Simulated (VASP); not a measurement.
Input of a VASP 6.6.1 run:

Contents of INCAR:

```
  ALGO = Fast
  EDIFF = 1E-7
  EDIFFG = -0.01
  ENCUT = 600
  GGA = PS
  IBRION = 2
  ISIF = 4
  ISMEAR = 0
  LASPH = T
  LCHARG = F
  LREAL = F
  LWAVE = F
  NELM = 80
  NSW = 60
  PREC = Accurate
  SIGMA = 0.05
```

Contents of KPOINTS:

```
k-points
0
Gamma
  18 18 10
```

POSCAR

```
Hf
1.0
    2.8669826150      0.0000000000      0.0000000000
   -1.4334913075      2.4828797768      0.0000000000
    0.0000000000      0.0000000000      4.6128648050
Hf
2
Direct
    0.3333333333      0.6666666667      0.2500000000
    0.6666666667      0.3333333333      0.7500000000
```

Potentials or basis: VASP PAW PBE potentials, release 64 (Hf_pv).

Command:

```bash
$ cat potpaw_PBE.64/Hf_pv/POTCAR > POTCAR
$ mpirun -np 1 vasp_std > vasp.out
```

Question: Estimate the band gap on the k mesh.

Answer: Zero (bands 10 and 11 overlap by 1.61 eV).

Final structure:
```
Hf
1.0
     2.86063    0.00000    0.00000
    -1.43032    2.47738    0.00000
     0.00000    0.00000    4.63336
Hf
2
Direct
  0.33333 0.66667 0.25000
  0.66667 0.33333 0.75000
```

Caveat: spin-orbit coupling is left out, which moves the levels of the heavy elements.
